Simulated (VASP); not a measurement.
# C (Cmme) in VASP: notebook, part 2 of 3

VASP 6.6.1. The steps go on from the part before.

**3. Single point, PBEsol (normal strain along x +0.0700, normal strain along y -0.0233)**

INCAR

```
PREC = Accurate
ENCUT = 520
EDIFF = 1E-6
ISMEAR = 0
SIGMA = 0.15
LREAL = False
LASPH = True
NELM = 80
ALGO = Normal
ISIF = 2
LWAVE = False
LCHARG = False
GGA = PS
NBANDS = 16
```

KPOINTS

```
Automatic mesh
0
Gamma
  18 18 6
```

POSCAR

```
C
1.0
    1.3155378420     -2.0794772730      0.0000000000
    1.3155378420      2.0794772730      0.0000000000
    0.0000000000      0.0000000000      7.3778182888
C
4
Direct
    0.0833216498      0.9166783502      0.7498439858
    0.5833216498      0.4166783502      0.2501560142
    0.9166783502      0.0833216498      0.2501560142
    0.4166783502      0.5833216498      0.7498439858
```

Potentials or basis: VASP PAW PBE potentials, release 64 (C).

Launch:

```bash
$ cat potpaw_PBE.64/C/POTCAR > POTCAR
$ mpirun -np 1 vasp_std > vasp.out
```

OUTCAR:

```text
PREC = Accurate
   ENCUT = 520
   EDIFF = 1E-6
   ISMEAR = 0
   LREAL = False
   LASPH = True
   NELM = 80
   ISIF = 2
   GGA = PS

 ion  position               nearest neighbor table
   1  0.083  0.917  0.750-   4 1.39   4 1.49   4 1.49
   2  0.583  0.417  0.250-   3 1.39   3 1.49   3 1.49
   3  0.917  0.083  0.250-   2 1.39   2 1.49   2 1.49
   4  0.417  0.583  0.750-   1 1.39   1 1.49   1 1.49

  LATTYP: Found a base centered orthorhombic cell.
 ALAT       =     2.6310756840
 B/A-ratio  =     1.5807050216
 C/A-ratio  =     2.8041072074

  Lattice vectors:

 A1 = (   1.3155378420,  -2.0794772730,   0.0000000000)
 A2 = (   1.3155378420,   2.0794772730,   0.0000000000)
 A3 = (   0.0000000000,   0.0000000000,   7.3778182888)

Analysis of symmetry for initial positions (statically):
=====================================================================
 Subroutine PRICEL returns:
 Original cell was already a primitive cell.

 Routine SETGRP: Setting up the symmetry group for a
 base centered orthorhombic supercell.

 Subroutine GETGRP returns: Found  8 space group operations
 (whereof  4 operations were pure point group operations)
 out of a pool of  8 trial point group operations.

The static configuration has the point symmetry C_2h.
 The point group associated with its full space group is D_2h.

Analysis of symmetry for dynamics (positions and initial velocities):
=====================================================================
 Subroutine PRICEL returns:
 Original cell was already a primitive cell.

 Routine SETGRP: Setting up the symmetry group for a
 base centered orthorhombic supercell.

 Subroutine GETGRP returns: Found  8 space group operations
 (whereof  4 operations were pure point group operations)
 out of a pool of  8 trial point group operations.

The dynamic configuration has the point symmetry C_2h.
 The point group associated with its full space group is D_2h.

 Subroutine INISYM returns: Found  8 space group operations
 (whereof  4 operations are pure point group operations),
 and found     1 'primitive' translations

----------------------------------------------------------------------------------------

                                     Primitive cell

  volume of cell :      40.3660

  direct lattice vectors                    reciprocal lattice vectors
     1.315537842 -2.079477273  0.000000000     0.380072685 -0.240445042  0.000000000
     1.315537842  2.079477273  0.000000000     0.380072685  0.240445042  0.000000000
     0.000000000  0.000000000  7.377818289     0.000000000  0.000000000  0.135541424

  length of vectors
     2.460663639  2.460663639  7.377818289     0.449743331  0.449743331  0.135541424

  position of ions in fractional coordinates (direct lattice)
     0.083321650  0.916678350  0.749843986
     0.583321650  0.416678350  0.250156014
     0.916678350  0.083321650  0.250156014
     0.416678350  0.583321650  0.749843986

  ion indices of the primitive-cell ions
   primitive index   ion index
                 1           1
                 2           2
                 3           3
                 4           4

----------------------------------------------------------------------------------------

 KPOINTS: Automatic mesh

Automatic generation of k-mesh.
 Grid dimensions read from file:
 generate k-points for:   18   18    6

 Generating k-lattice:

  Cartesian coordinates                     Fractional coordinates (reciprocal lattice)
     0.021115149 -0.013358058  0.000000000     0.055555556  0.000000000  0.000000000
     0.021115149  0.013358058  0.000000000     0.000000000  0.055555556  0.000000000
     0.000000000  0.000000000  0.022590237     0.000000000  0.000000000  0.166666667

  Length of vectors
     0.024985741  0.024985741  0.022590237

  Shift w.r.t. Gamma in fractional coordinates (k-lattice)
     0.000000000  0.000000000  0.000000000

 Subroutine IBZKPT returns following result:
 ===========================================

 Found    364 irreducible k-points:

 Following reciprocal coordinates:
            Coordinates               Weight
  0.000000  0.000000  0.000000      1.000000
  0.055556 -0.000000  0.000000      4.000000
  0.111111 -0.000000  0.000000      4.000000
  0.166667 -0.000000  0.000000      4.000000
  0.222222 -0.000000  0.000000      4.000000
  0.277778  0.000000  0.000000      4.000000
[... 16 lines left out ...]
 -0.277778  0.055556  0.000000      4.000000
 -0.222222  0.055556  0.000000      4.000000
 [... further k-points ...]
   k-points           NKPTS =    364   k-points in BZ     NKDIM =    364   number of bands    NBANDS=     16
   number of dos      NEDOS =    301   number of ions     NIONS =      4
   total plane-waves  NPLWV =  18144
   dimension x,y,z NGX =    18 NGY =   18 NGZ =   56
   dimension x,y,z NGXF=    36 NGYF=   36 NGZF=  112
   ions per type =               4
   NGX,Y,Z   is equivalent  to a cutoff of  12.16, 12.16, 12.62 a.u.
   NGXF,Y,Z  is equivalent  to a cutoff of  24.32, 24.32, 25.24 a.u.
 SYSTEM =  unknown system
   PREC   = accura    normal or accurate (medium, high low for compatibility)
   ISTART =      0    job   : 0-new  1-cont  2-samecut
   ICHARG =      2    charge: 1-file 2-atom 10-const
   ISPIN  =      1    spin polarized calculation?
   LNONCOLLINEAR =      F non collinear calculations
   LSORBIT =      F    spin-orbit coupling
   LASPH  =      T    aspherical Exc in radial PAW
   ENCUT  =  520.0 eV  38.22 Ry    6.18 a.u.   4.58  4.58 13.72*2*pi/ulx,y,z
   NELM   =     80;   NELMIN=  2; NELMDL= -5     # of ELM steps
   EDIFF  = 0.1E-05   stopping-criterion for ELM
   LREAL  =      F    real-space projection
   EDIFFG = 0.1E-04   stopping-criterion for IOM
   NSW    =      0    number of steps for IOM
   IBRION =     -1    ionic relax: 0-MD 1-quasi-New 2-CG
   NFREE  =      0    steps in history (QN), initial steepest desc. (CG)
   ISIF   =      2    stress and relaxation
   ISYM   =      2    0-nonsym 1-usesym 2-fastsym
   POTIM  = 0.5000    time-step for ionic-motion
   TEBEG  =    0.0;   TEEND  =   0.0 temperature during run
   PSTRESS=    0.0 pullay stress
   NELECT =      16.0000    total number of electrons
   NUPDOWN=      -1.0000    fix difference up-down
   EMIN   =  10.00;   EMAX   =-10.00  energy-range for DOS
   EFERMI =   0.00;   METHOD = LEGACY
   ISMEAR =     0;   SIGMA  =   0.15  broadening in eV -4-tet -1-fermi 0-gaus
   EFERMI_NEDOS =   21; number of points for ismear=-14 and -15
   IALGO  =     38    algorithm
   IMIX   =      4    mixing-type and parameters
     AMIX     =   0.40;   BMIX     =  1.00
     AMIX_MAG =   1.60;   BMIX_MAG =  1.00
  volume/ion in A,a.u.               =      10.09        68.10
  Fermi-wavevector in a.u.,A,eV,Ry     =   1.202568  2.272524 19.676337  1.446170
  Thomas-Fermi vector in A             =   2.338346
   LORBIT       =      0    0 simple, 1 ext, 2 COOP (PROOUT), +10 PAW based schemes
   GGA     = PS    functional components
   LHFCALC =     F    Hartree Fock is set to
   AEXX    =    0.0000 exact exchange contribution
   IVDW    =     0    specifies the selected vdW correction
   LEPSILON=     F    determine dielectric tensor
   LRPA    =     F    only Hartree local field effects (RPA)
 non-spin polarized calculation
 Gauss-broadening in eV      SIGMA  =   0.15
  energy-cutoff  :      520.00
  volume of cell :       40.37
 maximum number of plane-waves:      1113
   NGX =  9   NGY =  9   NGZ = 27

 number of electron      16.0000004 magnetization

 Free energy of the ion-electron system (eV)
  ---------------------------------------------------
  ext. energy  EPLUGINS =         0.00000000
  ---------------------------------------------------
  free energy    TOTEN  =       -38.07284805 eV

  energy without entropy =      -38.07274437  energy(sigma->0) =      -38.07279621

 E-fermi :   3.5607     XC(G=0):  -9.7677

 val. band max:        3.4026718803   @ k =   0.3889   0.3889   0.0000
 cond. band min:       3.7234119890   @ k =   0.3333   0.3333   0.0000
 fundamental gap:      0.3207401086
 Fermi energy:         3.5607173473

 k-point     1 :       0.0000    0.0000    0.0000
  band No.  band energies     occupation
      1     -15.6208      2.00000
      2     -15.4743      2.00000
      3      -4.3776      2.00000
      4      -3.1371      2.00000
      5       0.4264      2.00000
      6       0.4436      2.00000
[... 433 lines left out ...]
      3      -3.2835      2.00000
      4      -2.7850      2.00000
      5      -2.7503      2.00000
      6      -2.1024      2.00000
[... 8 lines left out ...]
     15      12.8699      0.00000
     16      13.1249      0.00000

 [... further k-points ...]
[... 5 lines left out ...]
  --------------------------------------------------------------------------------------
  -------------------------------------------------------------------------------------
  Total      -13.3751149      3.6481200     -0.0186755      0.0000000      0.0000000      0.0000000
  in kB     -530.8754352    144.7985522     -0.7412564      0.0000000      0.0000000      0.0000000
  external PRESSURE =    -128.9393798 kB  Pullay stress =       0.0000000 kB

 VOLUME and BASIS-vectors are now :
 -----------------------------------------------------------------------------
  energy-cutoff  :      520.00
  volume of cell :       40.37
      direct lattice vectors                 reciprocal lattice vectors
     1.315537842 -2.079477273  0.000000000     0.380072685 -0.240445042  0.000000000
     1.315537842  2.079477273  0.000000000     0.380072685  0.240445042  0.000000000
     0.000000000  0.000000000  7.377818289     0.000000000  0.000000000  0.135541424

 POSITION                                       TOTAL-FORCE (eV/Angst)
 -----------------------------------------------------------------------------------
      1.31554      1.73295      5.53221         0.000000      0.904473      0.000142
      1.31554     -0.34653      1.84561         0.000000      0.904473     -0.000142
      1.31554     -1.73295      1.84561         0.000000     -0.904473     -0.000142
      1.31554      0.34653      5.53221         0.000000     -0.904473      0.000142
 -----------------------------------------------------------------------------------
    total drift:                                0.000000     -0.000000     -0.000000

  FREE ENERGIE OF THE ION-ELECTRON SYSTEM (eV)
  ---------------------------------------------------
  free  energy   TOTEN  =       -38.0728480499 eV

  energy  without entropy=      -38.0727443682  energy(sigma->0) =      -38.07279621
```

OSZICAR:

```text
N       E                     dE             d eps       ncg     rms          rms(c)
DAV:   1     0.352442432585E+02    0.35244E+02   -0.77383E+03 11672   0.909E+02
DAV:   2    -0.370765707651E+02   -0.72321E+02   -0.65888E+02 16512   0.186E+02
DAV:   3    -0.401111149999E+02   -0.30345E+01   -0.30162E+01 15336   0.361E+01
DAV:   4    -0.401397513088E+02   -0.28636E-01   -0.28625E-01 14720   0.419E+00
DAV:   5    -0.401402443114E+02   -0.49300E-03   -0.49296E-03 15048   0.527E-01    0.847E+00
DAV:   6    -0.385705628505E+02    0.15697E+01   -0.10910E+00 13944   0.655E+00    0.488E+00
DAV:   7    -0.380671422583E+02    0.50342E+00   -0.13313E+00 14352   0.730E+00    0.121E+00
DAV:   8    -0.380736410536E+02   -0.64988E-02   -0.65494E-02 13920   0.157E+00    0.234E-01
DAV:   9    -0.380725863476E+02    0.10547E-02   -0.20685E-03 14824   0.321E-01    0.898E-02
DAV:  10    -0.380728302540E+02   -0.24391E-03   -0.40535E-04 12912   0.124E-01    0.487E-02
DAV:  11    -0.380728462634E+02   -0.16009E-04   -0.20670E-05 14568   0.301E-02    0.103E-02
DAV:  12    -0.380728474084E+02   -0.11450E-05   -0.21411E-06 13720   0.991E-03    0.203E-03
DAV:  13    -0.380728480499E+02   -0.64143E-06   -0.49995E-07 10712   0.470E-03
   1 F= -.38072848E+02 E0= -.38072796E+02  d E =-.103682E-03
```

Run time: 5.1 min. Hardware: 1 thread of Intel Xeon 8259CL, shared host; peak memory 0.27 GiB.

What came out:

- Free energy: -38.0728 eV
- Pressure: -12.9 GPa
- Largest force: 0.904 eV/Å

Forces on the atoms (eV/Å):
```
C    0.000  0.904  0.000
C    0.000  0.904  0.000
C    0.000 -0.904  0.000
C    0.000 -0.904  0.000
```

Caveat: the cell differs from its parent crystal (normal strain along x +0.0700, normal strain along y -0.0233); the cell stands under tension; this functional lacks dispersion, which binds the layers, so the pressure and a relaxed spacing across them are unreliable; the PAW data sets were made with another functional, which shifts forces and pressure a little.

**4. Single point, PBEsol (normal strain along x +0.0700, normal strain along y +0.0000)**

INCAR

```
PREC = Accurate
ENCUT = 520
EDIFF = 1E-6
ISMEAR = 0
SIGMA = 0.15
LREAL = False
LASPH = True
NELM = 100
ALGO = Normal
ISIF = 2
LWAVE = False
LCHARG = True
GGA = PS
LELF = True
LVHAR = True
NBANDS = 16
```

KPOINTS is that of step 3.

POSCAR: that of step 3 with these lines changed.

```diff
@@ -2,4 +2,4 @@
 1.0
-    1.3155378420     -2.0794772730      0.0000000000
-    1.3155378420      2.0794772730      0.0000000000
+    1.3155378420     -2.1290849524      0.0000000000
+    1.3155378420      2.1290849524      0.0000000000
     0.0000000000      0.0000000000      7.3778182888
```

Launch:

```bash
$ cat potpaw_PBE.64/C/POTCAR > POTCAR
$ mpirun -np 1 vasp_std > vasp.out
```

It took 5.7 min on 1 thread of Intel Xeon 8259CL, shared host; peak memory 0.28 GiB.

It converged, with:

```yaml
Free_energy: -38.0915 eV
Pressure: -20.8 GPa
Largest_force: 0.420 eV/Å
```

Forces on the atoms (eV/Å):
```
C    0.000  0.420  0.000
C    0.000  0.420  0.000
C    0.000 -0.420  0.000
C    0.000 -0.420  0.000
```

Stress tensor (GPa, compression positive):
```
-54.60   0.00   0.00
  0.00  -7.87   0.00
  0.00   0.00  -0.02
```

Caveat: the cell differs from its parent crystal (normal strain along x +0.0700, normal strain along y +0.0000); the cell stands under tension; this functional lacks dispersion, which binds the layers, so the pressure and a relaxed spacing across them are unreliable; the PAW data sets were made with another functional, which shifts forces and pressure a little.

(Continued in part 3 of 3.)
